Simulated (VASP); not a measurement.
# HfS2 (P-3m1) in VASP: a series of runs

HfS2 is run at these levels: r2SCAN; tasks: single point.

Everything below comes from runs of VASP 6.6.1. Logs are shortened: lines on timing, memory, paths and dates and some standing lists are left out, and cuts for length are marked.

### 1 The cell of the first run

Symmetry: P-3m1, No. 164, trigonal system. Conventional cell: a = 3.630 Å, b = 3.630 Å, c = 5.878 Å, α = 90.00°, β = 90.00°, γ = 120.00°. Hf (site symmetry -3m) has 6 S at 2.54 Å within 3.4 Å. S (site symmetry 3m) has 3 Hf at 2.54 Å within 3.4 Å.

### 2 Single point, r2SCAN

POSCAR

```
HfS2
1.0
    3.6302959585      0.0000000000      0.0000000000
   -1.8151479792      3.1439285233      0.0000000000
    0.0000000000      0.0000000000      5.8783581506
Hf S
1 2
Direct
    0.0000000000      0.0000000000      0.0000000000
    0.3333333333      0.6666666667      0.2446279715
    0.6666666667      0.3333333333      0.7553720285
```

INCAR.step1

```
  PREC = Accurate
  ENCUT = 550
  ISMEAR = 0
  SIGMA = 0.01
  LREAL = F
  LASPH = T
  NELM = 120
  NBANDS = 18
  GGA = PE
  ALGO = Normal
  EDIFF = 1E-5
  LWAVE = T
  LCHARG = F
  GGA_COMPAT = F
```

INCAR.step2

```
  PREC = Accurate
  ENCUT = 550
  EDIFF = 1E-6
  ISMEAR = 0
  SIGMA = 0.01
  LREAL = F
  LASPH = T
  NELM = 120
  ALGO = Normal
  ISIF = 2
  LWAVE = F
  LCHARG = F
  METAGGA = R2SCAN
  LMIXTAU = T
  NBANDS = 18
  ISTART = 1
  GGA_COMPAT = F
```

KPOINTS

```
Automatic mesh
0
Gamma
  12 12 4
```

Potentials or basis: VASP PAW PBE potentials, release 64 (Hf_pv, S).

The run is started by

```bash
$ cat potpaw_PBE.64/Hf_pv/POTCAR potpaw_PBE.64/S/POTCAR > POTCAR
$ cp INCAR.step1 INCAR
$ mpirun -np 1 vasp_std > vasp.out
$ cp INCAR.step2 INCAR
$ mpirun -np 1 vasp_std > vasp.out
```

OUTCAR:

```text
PREC = Accurate
   ENCUT = 550
   EDIFF = 1E-6
   ISMEAR = 0
   LREAL = F
   LASPH = T
   NELM = 120
   ISIF = 2
   METAGGA = R2SCAN
   ISTART = 1

 ion  position               nearest neighbor table
   1  0.000  0.000  0.000-   2 2.54   3 2.54   2 2.54   3 2.54   3 2.54   2 2.54
   2  0.333  0.667  0.245-   1 2.54   1 2.54   1 2.54
   3  0.667  0.333  0.755-   1 2.54   1 2.54   1 2.54

  LATTYP: Found a hexagonal cell.
 ALAT       =     3.6302959585
 C/A-ratio  =     1.6192503911

  Lattice vectors:

 A1 = (   3.6302959585,   0.0000000000,   0.0000000000)
 A2 = (  -1.8151479792,   3.1439285233,   0.0000000000)
 A3 = (   0.0000000000,   0.0000000000,   5.8783581506)

Analysis of symmetry for initial positions (statically):
=====================================================================
 Subroutine PRICEL returns:
 Original cell was already a primitive cell.

 Routine SETGRP: Setting up the symmetry group for a
 hexagonal supercell.

 Subroutine GETGRP returns: Found 12 space group operations
 (whereof 12 operations were pure point group operations)
 out of a pool of 24 trial point group operations.

The static configuration has the point symmetry D_3d.

Analysis of symmetry for dynamics (positions and initial velocities):
=====================================================================
 Subroutine PRICEL returns:
 Original cell was already a primitive cell.

 Routine SETGRP: Setting up the symmetry group for a
 hexagonal supercell.

 Subroutine GETGRP returns: Found 12 space group operations
 (whereof 12 operations were pure point group operations)
 out of a pool of 24 trial point group operations.

The dynamic configuration has the point symmetry D_3d.

 Subroutine INISYM returns: Found 12 space group operations
 (whereof 12 operations are pure point group operations),
 and found     1 'primitive' translations

----------------------------------------------------------------------------------------

                                     Primitive cell

  volume of cell :      67.0920

  direct lattice vectors                    reciprocal lattice vectors
     3.630295959  0.000000000  0.000000000     0.275459635  0.159036694  0.000000000
    -1.815147979  3.143928523  0.000000000     0.000000000  0.318073389  0.000000000
     0.000000000  0.000000000  5.878358151     0.000000000  0.000000000  0.170115528

  length of vectors
     3.630295959  3.630295958  5.878358151     0.318073389  0.318073389  0.170115528

  position of ions in fractional coordinates (direct lattice)
     0.000000000  0.000000000  0.000000000
     0.333333333  0.666666667  0.244627972
     0.666666667  0.333333333  0.755372028

  ion indices of the primitive-cell ions
   primitive index   ion index
                 1           1
                 2           2
                 3           3

----------------------------------------------------------------------------------------

 KPOINTS: Automatic mesh

Automatic generation of k-mesh.
 Grid dimensions read from file:
 generate k-points for:   12   12    4

 Generating k-lattice:

  Cartesian coordinates                     Fractional coordinates (reciprocal lattice)
     0.022954970  0.013253058  0.000000000     0.083333333 -0.000000000  0.000000000
     0.000000000  0.026506116  0.000000000     0.000000000  0.083333333  0.000000000
     0.000000000  0.000000000  0.042528882     0.000000000  0.000000000  0.250000000

  Length of vectors
     0.026506116  0.026506116  0.042528882

  Shift w.r.t. Gamma in fractional coordinates (k-lattice)
     0.000000000  0.000000000  0.000000000

 Subroutine IBZKPT returns following result:
 ===========================================

 Found     69 irreducible k-points:

 Following reciprocal coordinates:
            Coordinates               Weight
  0.000000  0.000000  0.000000      1.000000
  0.083333  0.000000  0.000000      6.000000
  0.166667  0.000000  0.000000      6.000000
  0.250000  0.000000  0.000000      6.000000
  0.333333  0.000000  0.000000      6.000000
  0.416667  0.000000  0.000000      6.000000
[... 16 lines left out ...]
  0.166667  0.000000  0.250000      6.000000
  0.000000  0.166667  0.250000      6.000000
 [... further k-points ...]
   k-points           NKPTS =     69   k-points in BZ     NKDIM =     69   number of bands    NBANDS=     18
   number of dos      NEDOS =    301   number of ions     NIONS =      3
   total plane-waves  NPLWV =  37632
   dimension x,y,z NGX =    28 NGY =   28 NGZ =   48
   dimension x,y,z NGXF=    56 NGYF=   56 NGZF=   96
   ions per type =               1   2
   NGX,Y,Z   is equivalent  to a cutoff of  12.82, 12.82, 13.57 a.u.
   NGXF,Y,Z  is equivalent  to a cutoff of  25.64, 25.64, 27.15 a.u.
 SYSTEM =  unknown system
   PREC   = accura    normal or accurate (medium, high low for compatibility)
   ISTART =      1    job   : 0-new  1-cont  2-samecut
   ICHARG =      0    charge: 1-file 2-atom 10-const
   ISPIN  =      1    spin polarized calculation?
   LNONCOLLINEAR =      F non collinear calculations
   LSORBIT =      F    spin-orbit coupling
   LASPH  =      T    aspherical Exc in radial PAW
   ENCUT  =  550.0 eV  40.42 Ry    6.36 a.u.   6.94  6.94 11.24*2*pi/ulx,y,z
   NELM   =    120;   NELMIN=  2; NELMDL=  0     # of ELM steps
   EDIFF  = 0.1E-05   stopping-criterion for ELM
   LREAL  =      F    real-space projection
   EDIFFG = 0.1E-04   stopping-criterion for IOM
   NSW    =      0    number of steps for IOM
   IBRION =     -1    ionic relax: 0-MD 1-quasi-New 2-CG
   NFREE  =      0    steps in history (QN), initial steepest desc. (CG)
   ISIF   =      2    stress and relaxation
   ISYM   =      2    0-nonsym 1-usesym 2-fastsym
   POTIM  = 0.5000    time-step for ionic-motion
   TEBEG  =    0.0;   TEEND  =   0.0 temperature during run
   PSTRESS=    0.0 pullay stress
   NELECT =      22.0000    total number of electrons
   NUPDOWN=      -1.0000    fix difference up-down
   EMIN   =  10.00;   EMAX   =-10.00  energy-range for DOS
   EFERMI =   0.00;   METHOD = LEGACY
   ISMEAR =     0;   SIGMA  =   0.01  broadening in eV -4-tet -1-fermi 0-gaus
   EFERMI_NEDOS =   21; number of points for ismear=-14 and -15
   IALGO  =     38    algorithm
   IMIX   =      4    mixing-type and parameters
     AMIX     =   0.40;   BMIX     =  1.00
     AMIX_MAG =   1.60;   BMIX_MAG =  1.00
  volume/ion in A,a.u.               =      22.36       150.92
  Fermi-wavevector in a.u.,A,eV,Ry     =   1.128909  2.133328 17.339738  1.274435
  Thomas-Fermi vector in A             =   2.265600
   LORBIT       =      0    0 simple, 1 ext, 2 COOP (PROOUT), +10 PAW based schemes
   METAGGA = R2SCAN    functional components
   LHFCALC =     F    Hartree Fock is set to
   AEXX    =    0.0000 exact exchange contribution
   IVDW    =     0    specifies the selected vdW correction
   LEPSILON=     F    determine dielectric tensor
   LRPA    =     F    only Hartree local field effects (RPA)
 non-spin polarized calculation
 Gauss-broadening in eV      SIGMA  =   0.01
  energy-cutoff  :      550.00
  volume of cell :       67.09
 maximum number of plane-waves:      1988
   NGX = 13   NGY = 13   NGZ = 23

 number of electron      22.0000000 magnetization

 Free energy of the ion-electron system (eV)
  ---------------------------------------------------
  ext. energy  EPLUGINS =         0.00000000
  ---------------------------------------------------
  free energy    TOTEN  =       -66.62904533 eV

  energy without entropy =      -66.62904533  energy(sigma->0) =      -66.62904533

 E-fermi :   3.1258     XC(G=0): -10.1710

 val. band max:        3.0663021025   @ k =   0.0833   0.0000   0.0000
 cond. band min:       4.4361346092   @ k =   0.5000   0.0000   0.5000
 fundamental gap:      1.3698325067
 Fermi energy:         3.1257888674

 k-point     1 :       0.0000    0.0000    0.0000
  band No.  band energies     occupation
      1     -28.8429      2.00000
      2     -28.7291      2.00000
      3     -28.7291      2.00000
      4     -10.6418      2.00000
      5      -8.8629      2.00000
      6      -1.8215      2.00000
[... 10 lines left out ...]
     17       9.3658      0.00000
     18       9.3808      0.00000

 k-point     2 :       0.0833    0.0000    0.0000
  band No.  band energies     occupation
      1     -28.8403      2.00000
      2     -28.7426      2.00000
      3     -28.7321      2.00000
      4     -10.5583      2.00000
      5      -8.8779      2.00000
      6      -1.7190      2.00000
[... 10 lines left out ...]
     17       9.7087      0.00000
     18      10.0489      0.00000

 k-point     3 :       0.1667    0.0000    0.0000
  band No.  band energies     occupation
      1     -28.8330      2.00000
      2     -28.7790      2.00000
      3     -28.7403      2.00000
      4     -10.3223      2.00000
      5      -8.9186      2.00000
      6      -1.4277      2.00000
[... 10 lines left out ...]
     17      10.5421      0.00000
     18      11.0925      0.00000

 k-point     4 :       0.2500    0.0000    0.0000
  band No.  band energies     occupation
      1     -28.8303      2.00000
      2     -28.8209      2.00000
      3     -28.7513      2.00000
      4      -9.9798      2.00000
      5      -8.9703      2.00000
      6      -1.0358      2.00000
[... 10 lines left out ...]
     17      11.2004      0.00000
     18      11.7509      0.00000

 k-point     5 :       0.3333    0.0000    0.0000
  band No.  band energies     occupation
      1     -28.8775      2.00000
      2     -28.8124      2.00000
      3     -28.7624      2.00000
      4      -9.6191      2.00000
      5      -9.0030      2.00000
      6      -1.1250      2.00000
[... 10 lines left out ...]
     17      10.9672      0.00000
     18      11.5748      0.00000

 k-point     6 :       0.4167    0.0000    0.0000
  band No.  band energies     occupation
      1     -28.9128      2.00000
      2     -28.8050      2.00000
      3     -28.7705      2.00000
      4      -9.3818      2.00000
      5      -8.9669      2.00000
      6      -1.6866      2.00000
[... 10 lines left out ...]
     17      10.8211      0.00000
     18      11.2913      0.00000

 k-point     7 :       0.5000    0.0000    0.0000
  band No.  band energies     occupation
      1     -28.9256      2.00000
      2     -28.8023      2.00000
      3     -28.7734      2.00000
      4      -9.3238      2.00000
      5      -8.9155      2.00000
      6      -1.9188      2.00000
[... 10 lines left out ...]
     17      10.2740      0.00000
     18      11.6399      0.00000

 k-point     8 :       0.0833    0.0833    0.0000
  band No.  band energies     occupation
      1     -28.8353      2.00000
      2     -28.7668      2.00000
      3     -28.7384      2.00000
      4     -10.3983      2.00000
      5      -8.9059      2.00000
      6      -1.5207      2.00000
[... 10 lines left out ...]
     17      10.3954      0.00000
     18      10.8192      0.00000
[... 229 lines left out ...]
     17      10.8430      0.00000
     18      13.7432      0.00000

 k-point    20 :       0.0000    0.0000    0.2500
  band No.  band energies     occupation
      1     -28.8431      2.00000
      2     -28.7291      2.00000
      3     -28.7291      2.00000
      4     -10.5352      2.00000
      5      -9.0521      2.00000
      6      -1.3495      2.00000
[... 10 lines left out ...]
     17       9.5700      0.00000
     18      10.1883      0.00000

 k-point    21 :       0.0833    0.0000    0.2500
  band No.  band energies     occupation
      1     -28.8404      2.00000
      2     -28.7426      2.00000
      3     -28.7321      2.00000
      4     -10.4521      2.00000
      5      -9.0594      2.00000
      6      -1.2757      2.00000
[... 10 lines left out ...]
     17      10.1158      0.00000
     18      10.5296      0.00000

 k-point    22 :       0.0000    0.0833    0.2500
  band No.  band energies     occupation
      1     -28.8404      2.00000
      2     -28.7426      2.00000
      3     -28.7321      2.00000
      4     -10.4535      2.00000
      5      -9.0568      2.00000
      6      -1.2867      2.00000
[... 10 lines left out ...]
     17      10.0259      0.00000
     18      10.6590      0.00000

 k-point    23 :       0.1667    0.0000    0.2500
  band No.  band energies     occupation
      1     -28.8331      2.00000
      2     -28.7790      2.00000
      3     -28.7403      2.00000
      4     -10.2151      2.00000
      5      -9.0839      2.00000
      6      -1.0663      2.00000
[... 10 lines left out ...]
     17      11.1134      0.00000
     18      11.2302      0.00000

 k-point    24 :       0.0000    0.1667    0.2500
  band No.  band energies     occupation
      1     -28.8331      2.00000
      2     -28.7790      2.00000
      3     -28.7403      2.00000
      4     -10.2273      2.00000
      5      -9.0632      2.00000
      6      -1.1677      2.00000
[... 10 lines left out ...]
     17      10.7194      0.00000
     18      11.3002      0.00000

 [... further k-points ...]

------------------------ aborting loop because EDIFF is reached ----------------------------------------

  FORCE on cell =-STRESS in cart. coord.  units (eV):
  Direction    XX          YY          ZZ          XY          YZ          ZX
  --------------------------------------------------------------------------------------
  -------------------------------------------------------------------------------------
  Total        0.0751947      0.0751947      0.1426858      0.0000000      0.0000000     -0.0000000
  in kB        1.7956715      1.7956715      3.4073802      0.0000000      0.0000000     -0.0000000
  external PRESSURE =       2.3329078 kB  Pullay stress =       0.0000000 kB

 VOLUME and BASIS-vectors are now :
 -----------------------------------------------------------------------------
  energy-cutoff  :      550.00
  volume of cell :       67.09
      direct lattice vectors                 reciprocal lattice vectors
     3.630295959  0.000000000  0.000000000     0.275459635  0.159036694  0.000000000
    -1.815147979  3.143928523  0.000000000     0.000000000  0.318073389  0.000000000
     0.000000000  0.000000000  5.878358151     0.000000000  0.000000000  0.170115528

 POSITION                                       TOTAL-FORCE (eV/Angst)
 -----------------------------------------------------------------------------------
      0.00000      0.00000      0.00000         0.000000      0.000000      0.000000
     -0.00000      2.09595      1.43801        -0.000000      0.000000     -0.124374
      1.81515      1.04798      4.44035         0.000000     -0.000000      0.124374
 -----------------------------------------------------------------------------------
    total drift:                                0.000000     -0.000000     -0.000000

  FREE ENERGIE OF THE ION-ELECTRON SYSTEM (eV)
  ---------------------------------------------------
  free  energy   TOTEN  =       -66.6290453265 eV

  energy  without entropy=      -66.6290453265  energy(sigma->0) =      -66.62904533
```

Run time: 6.4 min. Hardware: 1 thread of AMD EPYC 9R14 (Zen 4), shared host; peak memory 0.22 GiB.

Results:

```yaml
Free_energy: -66.6290 eV
Pressure: 0.2 GPa
Largest_force: 0.124 eV/Å
Band_gap_on_the_k_mesh: 1.37 eV (least direct gap 2.26 eV)
```

Forces in eV/Å, atoms in the order of the input:
```
Hf   0.000  0.000  0.000
S    0.000  0.000 -0.124
S    0.000  0.000  0.124
```

Stress tensor (GPa, compression positive):
```
0.18 0.00 0.00
0.00 0.18 0.00
0.00 0.00 0.34
```

Caveat: the PAW data sets were made with another functional, which shifts forces and pressure a little; spin-orbit coupling is left out, which moves the levels of the heavy elements. A k mesh can miss the band edges.

[end of part 1 of 2]
